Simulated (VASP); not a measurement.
# Rh (Fm-3m) in VASP: notebook, part 2 of 2

VASP 6.6.1.

## (3) Single point, PBEsol+D3(BJ)

INCAR

```
ALGO = Normal
EDIFF = 1E-6
ENCUT = 500
GGA = PS
GGA_COMPAT = F
ISIF = 2
ISMEAR = -1
IVDW = 12
LASPH = T
LCHARG = F
LREAL = F
LWAVE = F
NBANDS = 14
NELM = 120
PREC = Accurate
SIGMA = 0.1
```

KPOINTS

```
k-points
0
Gamma
  8 8 8
```

POSCAR

```
Rh
1.0
    0.0000000000      1.8771770919      1.8771770919
    1.8771770919      0.0000000000      1.8771770919
    1.8771770919      1.8771770919      0.0000000000
Rh
1
Direct
    0.0000000000      0.0000000000      0.0000000000
```

Potentials or basis: VASP PAW PBE potentials, release 64 (Rh_pv).

Run with:

```sh
cat potpaw_PBE.64/Rh_pv/POTCAR > POTCAR
mpirun -np 1 vasp_std > vasp.out
```

OUTCAR:

```text
EDIFF = 1E-6
   ENCUT = 500
   GGA = PS
   ISIF = 2
   ISMEAR = -1
   IVDW = 12
   LASPH = T
   LREAL = F
   NELM = 120
   PREC = Accurate
 IVDW          = 12

 ion  position               nearest neighbor table
   1  0.000  0.000  0.000-

  LATTYP: Found a face centered cubic cell.
 ALAT       =     3.7543541838

  Lattice vectors:

 A1 = (   0.0000000000,   1.8771770919,   1.8771770919)
 A2 = (   1.8771770919,   0.0000000000,   1.8771770919)
 A3 = (   1.8771770919,   1.8771770919,   0.0000000000)

Analysis of symmetry for initial positions (statically):
=====================================================================
 Subroutine PRICEL returns:
 Original cell was already a primitive cell.

 Routine SETGRP: Setting up the symmetry group for a
 face centered cubic supercell.

 Subroutine GETGRP returns: Found 48 space group operations
 (whereof 48 operations were pure point group operations)
 out of a pool of 48 trial point group operations.

The static configuration has the point symmetry O_h .

Analysis of symmetry for dynamics (positions and initial velocities):
=====================================================================
 Subroutine PRICEL returns:
 Original cell was already a primitive cell.

 Routine SETGRP: Setting up the symmetry group for a
 face centered cubic supercell.

 Subroutine GETGRP returns: Found 48 space group operations
 (whereof 48 operations were pure point group operations)
 out of a pool of 48 trial point group operations.

The dynamic configuration has the point symmetry O_h .

 Subroutine INISYM returns: Found 48 space group operations
 (whereof 48 operations are pure point group operations),
 and found     1 'primitive' translations

----------------------------------------------------------------------------------------

                                     Primitive cell

  volume of cell :      13.2296

  direct lattice vectors                    reciprocal lattice vectors
     0.000000000  1.877177092  1.877177092    -0.266357395  0.266357395  0.266357395
     1.877177092  0.000000000  1.877177092     0.266357395 -0.266357395  0.266357395
     1.877177092  1.877177092  0.000000000     0.266357395  0.266357395 -0.266357395

  length of vectors
     2.654729302  2.654729302  2.654729302     0.461344541  0.461344541  0.461344541

  position of ions in fractional coordinates (direct lattice)
     0.000000000  0.000000000  0.000000000

  ion indices of the primitive-cell ions
   primitive index   ion index
                 1           1

----------------------------------------------------------------------------------------

 KPOINTS: k-points

Automatic generation of k-mesh.
 Grid dimensions read from file:
 generate k-points for:    8    8    8

 Generating k-lattice:

  Cartesian coordinates                     Fractional coordinates (reciprocal lattice)
    -0.033294674  0.033294674  0.033294674     0.125000000  0.000000000  0.000000000
     0.033294674 -0.033294674  0.033294674     0.000000000  0.125000000  0.000000000
     0.033294674  0.033294674 -0.033294674     0.000000000  0.000000000  0.125000000

  Length of vectors
     0.057668068  0.057668068  0.057668068

  Shift w.r.t. Gamma in fractional coordinates (k-lattice)
     0.000000000  0.000000000  0.000000000

 Subroutine IBZKPT returns following result:
 ===========================================

 Found     29 irreducible k-points:

 Following reciprocal coordinates:
            Coordinates               Weight
  0.000000  0.000000  0.000000      1.000000
  0.125000  0.000000  0.000000      8.000000
  0.250000  0.000000  0.000000      8.000000
  0.375000  0.000000  0.000000      8.000000
  0.500000  0.000000  0.000000      4.000000
  0.125000  0.125000  0.000000      6.000000
[... 16 lines left out ...]
  0.500000  0.250000  0.125000     48.000000
 -0.375000  0.250000  0.125000     24.000000
 [... further k-points ...]
   k-points           NKPTS =     29   k-points in BZ     NKDIM =     29   number of bands    NBANDS=     14
   number of dos      NEDOS =    301   number of ions     NIONS =      1
   total plane-waves  NPLWV =   8000
   dimension x,y,z NGX =    20 NGY =   20 NGZ =   20
   dimension x,y,z NGXF=    40 NGYF=   40 NGZF=   40
   ions per type =               1
   NGX,Y,Z   is equivalent  to a cutoff of  12.52, 12.52, 12.52 a.u.
   NGXF,Y,Z  is equivalent  to a cutoff of  25.05, 25.05, 25.05 a.u.
 SYSTEM =  unknown system
   PREC   = accura    normal or accurate (medium, high low for compatibility)
   ISTART =      0    job   : 0-new  1-cont  2-samecut
   ICHARG =      2    charge: 1-file 2-atom 10-const
   ISPIN  =      1    spin polarized calculation?
   LNONCOLLINEAR =      F non collinear calculations
   LSORBIT =      F    spin-orbit coupling
   LASPH  =      T    aspherical Exc in radial PAW
   ENCUT  =  500.0 eV  36.75 Ry    6.06 a.u.   4.84  4.84  4.84*2*pi/ulx,y,z
   NELM   =    120;   NELMIN=  2; NELMDL= -5     # of ELM steps
   EDIFF  = 0.1E-05   stopping-criterion for ELM
   LREAL  =      F    real-space projection
   EDIFFG = 0.1E-04   stopping-criterion for IOM
   NSW    =      0    number of steps for IOM
   IBRION =     -1    ionic relax: 0-MD 1-quasi-New 2-CG
   NFREE  =      0    steps in history (QN), initial steepest desc. (CG)
   ISIF   =      2    stress and relaxation
   ISYM   =      2    0-nonsym 1-usesym 2-fastsym
   POTIM  = 0.5000    time-step for ionic-motion
   TEBEG  =    0.0;   TEEND  =   0.0 temperature during run
   PSTRESS=    0.0 pullay stress
   NELECT =      15.0000    total number of electrons
   NUPDOWN=      -1.0000    fix difference up-down
   EMIN   =  10.00;   EMAX   =-10.00  energy-range for DOS
   EFERMI =   0.00;   METHOD = LEGACY
   ISMEAR =    -1;   SIGMA  =   0.10  broadening in eV -4-tet -1-fermi 0-gaus
   EFERMI_NEDOS =   21; number of points for ismear=-14 and -15
   IALGO  =     38    algorithm
   IMIX   =      4    mixing-type and parameters
     AMIX     =   0.40;   BMIX     =  1.00
     AMIX_MAG =   1.60;   BMIX_MAG =  1.00
  volume/ion in A,a.u.               =      13.23        89.28
  Fermi-wavevector in a.u.,A,eV,Ry     =   1.707091  3.225934 39.649550  2.914160
  Thomas-Fermi vector in A             =   2.786007
   LORBIT       =      0    0 simple, 1 ext, 2 COOP (PROOUT), +10 PAW based schemes
   GGA     = PS    functional components
   LHFCALC =     F    Hartree Fock is set to
   AEXX    =    0.0000 exact exchange contribution
   IVDW    =    12    specifies the selected vdW correction
   LEPSILON=     F    determine dielectric tensor
   LRPA    =     F    only Hartree local field effects (RPA)
 non-spin polarized calculation
  energy-cutoff  :      500.00
  volume of cell :       13.23
 maximum number of plane-waves:       344
   NGX =  9   NGY =  9   NGZ =  9

 number of electron      15.0000002 magnetization

 Free energy of the ion-electron system (eV)
  ---------------------------------------------------
  ext. energy  EPLUGINS =         0.00000000
  ---------------------------------------------------
  free energy    TOTEN  =        -8.12344893 eV

  energy without entropy =       -8.06936077  energy(sigma->0) =       -8.09640485

 E-fermi :  12.5298     XC(G=0): -14.4623

 val. band max:       12.4933955050   @ k =  -0.3750   0.2500   0.0000
 cond. band min:      12.5960282976   @ k =   0.3750   0.0000   0.0000
 fundamental gap:      0.1026327925
 Fermi energy:        12.5297992743

 k-point     1 :       0.0000    0.0000    0.0000
  band No.  band energies     occupation
      1     -33.8812      2.00000
      2     -33.8812      2.00000
      3     -33.8812      2.00000
      4       4.1336      2.00000
      5       9.2142      2.00000
      6       9.2142      2.00000
      7       9.2142      2.00000
      8      11.4672      1.99995
      9      11.4672      1.99995
     10      28.3665      0.00000
     11      32.8169      0.00000
     12      34.0455      0.00000
     13      34.0455      0.00000
     14      34.0455      0.00000
[... 375 lines left out ...]
 k-point    24 :      -0.3750    0.2500    0.1250
  band No.  band energies     occupation
      1     -34.6096      2.00000
      2     -34.2184      2.00000
      3     -34.0677      2.00000
      4       7.1761      2.00000
      5       8.0687      2.00000
      6       9.6515      2.00000
      7      10.3608      2.00000
      8      12.9162      0.04111
      9      18.0519      0.00000
     10      21.2228      0.00000
     11      28.7832      0.00000
     12      29.6820      0.00000
     13      32.8245      0.00000
     14      33.9169      0.00000

 [... further k-points ...]

------------------------ aborting loop because EDIFF is reached ----------------------------------------

 Edisp (eV)   -0.63230

 E8    (eV) :    -0.4259

  FORCE on cell =-STRESS in cart. coord.  units (eV):
  Direction    XX          YY          ZZ          XY          YZ          ZX
  --------------------------------------------------------------------------------------
  -------------------------------------------------------------------------------------
  Total      -0.00030    -0.00030    -0.00030     0.00000     0.00000     0.00000
  in kB      -0.03691    -0.03691    -0.03691     0.00000     0.00000     0.00000
  external pressure =       -0.04 kB  Pullay stress =        0.00 kB

 VOLUME and BASIS-vectors are now :
 -----------------------------------------------------------------------------
  energy-cutoff  :      500.00
  volume of cell :       13.23
      direct lattice vectors                 reciprocal lattice vectors
     0.000000000  1.877177092  1.877177092    -0.266357395  0.266357395  0.266357395
     1.877177092  0.000000000  1.877177092     0.266357395 -0.266357395  0.266357395
     1.877177092  1.877177092  0.000000000     0.266357395  0.266357395 -0.266357395

 POSITION                                       TOTAL-FORCE (eV/Angst)
 -----------------------------------------------------------------------------------
      0.00000      0.00000      0.00000        -0.000000     -0.000000     -0.000000
 -----------------------------------------------------------------------------------
    total drift:                               -0.000000     -0.000000     -0.000000

  FREE ENERGIE OF THE ION-ELECTRON SYSTEM (eV)
  ---------------------------------------------------
  free  energy   TOTEN  =        -8.7557492234 eV

  energy  without entropy=       -8.7016610576  energy(sigma->0) =       -8.72870514
```

stdout:

```text
POSCAR found type information on POSCAR Rh
 POSCAR found :  1 types and       1 ions
 scaLAPACK will be used
 -----------------------------------------------------------------------------
|                                                                             |
|                                                                             |
|     You enforced a specific xc type in the INCAR file but a different       |
|     I HOPE YOU KNOW WHAT YOU ARE DOING!                                     |
|                                                                             |
 -----------------------------------------------------------------------------

 LDA part: xc-table for (Slater+PW92), standard interpolation
 POSCAR, INCAR and KPOINTS ok, starting setup
 FFT: planning ... GRIDC
 FFT: planning ... GRID_SOFT
 FFT: planning ... GRID
 WAVECAR not read
 entering main loop
```

It took 4.3 s on 1 thread of AMD EPYC 7R13 (Zen 3), shared host; peak memory 0.1 GiB.

What came out:

```
Free energy                : -8.7557 eV
Pressure                   : 0.0 GPa
Dispersion energy per atom : -0.632 eV
```

Caveat: the k points lie up to 0.36 Å⁻¹ apart; the PAW data sets were made with another functional, which shifts forces and pressure a little; pairwise dispersion overbinds metals, which lowers pressure and volume.

## (4) Single point, PBEsol+D3(BJ)

This run uses another cell than the first one, of 13.67 Å³/atom, 1.035 times its volume.

INCAR

```
ALGO = Normal
EDIFF = 1E-6
ENCUT = 500
GGA = PS
GGA_COMPAT = False
ISIF = 2
ISMEAR = -1
IVDW = 12
LASPH = True
LCHARG = False
LREAL = False
LWAVE = False
NBANDS = 14
NELM = 120
PREC = Accurate
SIGMA = 0.1
```

KPOINTS is that of step 3.

POSCAR

```
Rh
1.0
    0.0000000000      1.8978500000      1.8978500000
    1.8978500000      0.0000000000      1.8978500000
    1.8978500000      1.8978500000      0.0000000000
Rh
1
Direct
    0.0000000000      0.0000000000      0.0000000000
```

Potentials or basis: VASP PAW PBE potentials, release 64 (Rh_pv).

Run with:

```sh
cat potpaw_PBE.64/Rh_pv/POTCAR > POTCAR
mpirun -np 1 vasp_std > vasp.out
```

OUTCAR:

```text
EDIFF = 1E-6
   ENCUT = 500
   GGA = PS
   ISIF = 2
   ISMEAR = -1
   IVDW = 12
   LASPH = True
   LREAL = False
   NELM = 120
   PREC = Accurate
 IVDW          = 12

 ion  position               nearest neighbor table
   1  0.000  0.000  0.000-

  LATTYP: Found a face centered cubic cell.
 ALAT       =     3.7957000000

  Lattice vectors:

 A1 = (   0.0000000000,   1.8978500000,   1.8978500000)
 A2 = (   1.8978500000,   0.0000000000,   1.8978500000)
 A3 = (   1.8978500000,   1.8978500000,   0.0000000000)

Analysis of symmetry for initial positions (statically):
=====================================================================
 Subroutine PRICEL returns:
 Original cell was already a primitive cell.

 Routine SETGRP: Setting up the symmetry group for a
 face centered cubic supercell.

 Subroutine GETGRP returns: Found 48 space group operations
 (whereof 48 operations were pure point group operations)
 out of a pool of 48 trial point group operations.

The static configuration has the point symmetry O_h .

Analysis of symmetry for dynamics (positions and initial velocities):
=====================================================================
 Subroutine PRICEL returns:
 Original cell was already a primitive cell.

 Routine SETGRP: Setting up the symmetry group for a
 face centered cubic supercell.

 Subroutine GETGRP returns: Found 48 space group operations
 (whereof 48 operations were pure point group operations)
 out of a pool of 48 trial point group operations.

The dynamic configuration has the point symmetry O_h .

 Subroutine INISYM returns: Found 48 space group operations
 (whereof 48 operations are pure point group operations),
 and found     1 'primitive' translations

----------------------------------------------------------------------------------------

                                     Primitive cell

  volume of cell :      13.6715

  direct lattice vectors                    reciprocal lattice vectors
[... 112 lines left out ...]
   AEXX    =    0.0000 exact exchange contribution
   IVDW    =    12    specifies the selected vdW correction
   LEPSILON=     F    determine dielectric tensor
   LRPA    =     F    only Hartree local field effects (RPA)
 non-spin polarized calculation
  energy-cutoff  :      500.00
  volume of cell :       13.67
 maximum number of plane-waves:       360
   NGX =  9   NGY =  9   NGZ =  9

 number of electron      15.0000007 magnetization

 Free energy of the ion-electron system (eV)
  ---------------------------------------------------
  ext. energy  EPLUGINS =         0.00000000
  ---------------------------------------------------
  free energy    TOTEN  =        -8.13076984 eV

  energy without entropy =       -8.07422433  energy(sigma->0) =       -8.10249708

 E-fermi :  11.9094     XC(G=0): -14.2494

 val. band max:       11.8748320331   @ k =  -0.3750   0.2500   0.0000
 cond. band min:      11.9709397646   @ k =   0.3750   0.0000   0.0000
 fundamental gap:      0.0961077314
 Fermi energy:        11.9093887170

 k-point     1 :       0.0000    0.0000    0.0000
  band No.  band energies     occupation
      1     -34.4442      2.00000
      2     -34.4442      2.00000
      3     -34.4442      2.00000
      4       3.7622      2.00000
      5       8.7586      2.00000
      6       8.7586      2.00000
      7       8.7586      2.00000
      8      10.8978      1.99992
      9      10.8978      1.99992
     10      27.7820      0.00000
     11      32.2896      0.00000
     12      33.2706      0.00000
     13      33.2706      0.00000
     14      33.2706      0.00000
[... 377 lines left out ...]
      1     -35.0947      2.00000
      2     -34.7457      2.00000
      3     -34.6115      2.00000
      4       6.7962      2.00000
      5       7.6762      2.00000
      6       9.1659      2.00000
      7       9.8541      2.00000
      8      12.2737      0.05099
      9      17.2763      0.00000
     10      20.3044      0.00000
     11      27.9302      0.00000
     12      28.6900      0.00000
     13      32.2952      0.00000
     14      33.0197      0.00000

 [... further k-points ...]

------------------------ aborting loop because EDIFF is reached ----------------------------------------

 Edisp (eV)   -0.61166

 E8    (eV) :    -0.4120

  FORCE on cell =-STRESS in cart. coord.  units (eV):
  Direction    XX          YY          ZZ          XY          YZ          ZX
  --------------------------------------------------------------------------------------
  -------------------------------------------------------------------------------------
  Total      -0.80911    -0.80911    -0.80911     0.00000     0.00000    -0.00000
  in kB     -94.82080   -94.82080   -94.82080     0.00000     0.00000    -0.00000
  external pressure =      -94.82 kB  Pullay stress =        0.00 kB

 VOLUME and BASIS-vectors are now :
 -----------------------------------------------------------------------------
  energy-cutoff  :      500.00
  volume of cell :       13.67
      direct lattice vectors                 reciprocal lattice vectors
     0.000000000  1.897850000  1.897850000    -0.263456016  0.263456016  0.263456016
     1.897850000  0.000000000  1.897850000     0.263456016 -0.263456016  0.263456016
     1.897850000  1.897850000  0.000000000     0.263456016  0.263456016 -0.263456016

 POSITION                                       TOTAL-FORCE (eV/Angst)
 -----------------------------------------------------------------------------------
      0.00000      0.00000      0.00000         0.000000      0.000000      0.000000
 -----------------------------------------------------------------------------------
    total drift:                               -0.000000     -0.000000     -0.000000

  FREE ENERGIE OF THE ION-ELECTRON SYSTEM (eV)
  ---------------------------------------------------
  free  energy   TOTEN  =        -8.7424307639 eV

  energy  without entropy=       -8.6858852523  energy(sigma->0) =       -8.71415801
```

stdout:

```text
POSCAR found type information on POSCAR Rh
 POSCAR found :  1 types and       1 ions
 scaLAPACK will be used
 -----------------------------------------------------------------------------
|                                                                             |
|                                                                             |
|     You enforced a specific xc type in the INCAR file but a different       |
|     I HOPE YOU KNOW WHAT YOU ARE DOING!                                     |
|                                                                             |
 -----------------------------------------------------------------------------

 LDA part: xc-table for (Slater+PW92), standard interpolation
 POSCAR, INCAR and KPOINTS ok, starting setup
 FFT: planning ... GRIDC
 FFT: planning ... GRID_SOFT
 FFT: planning ... GRID
 WAVECAR not read
 entering main loop
```

It took 4.3 s on 1 thread of AMD EPYC 7R13 (Zen 3), shared host; peak memory 0.1 GiB.

What came out:

| Property | Result |
| --- | --- |
| Free energy | -8.7424 eV |
| Pressure | -9.5 GPa |
| Dispersion energy per atom | -0.612 eV |

Caveat: the PAW data sets were made with another functional, which shifts forces and pressure a little; pairwise dispersion overbinds metals, which lowers pressure and volume.

## (5) Summary

```tsv
cell	gap on the mesh (eV)	pressure (GPa)
a = 2.653 Å, angles 60.0°, 1 atom	none	0.6
a = 2.655 Å, angles 60.0°, 1 atom	none	0.0
a = 2.684 Å, angles 60.0°, 1 atom	none	-9.5
```

Alike in all rows: task single point; level PBEsol+D3(BJ); potentials or basis VASP PAW PBE potentials, release 64 (Rh_pv); no spin polarisation; k mesh 8 × 8 × 8; cutoff (eV) 500; smearing fermi-dirac 0.1 eV.

Caveats: some runs use coarse meshes; the PAW data sets were made with another functional, which shifts forces and pressure a little; pairwise dispersion overbinds metals, which lowers pressure and volume.

Absolute energies hang on the potentials; compare differences alone.
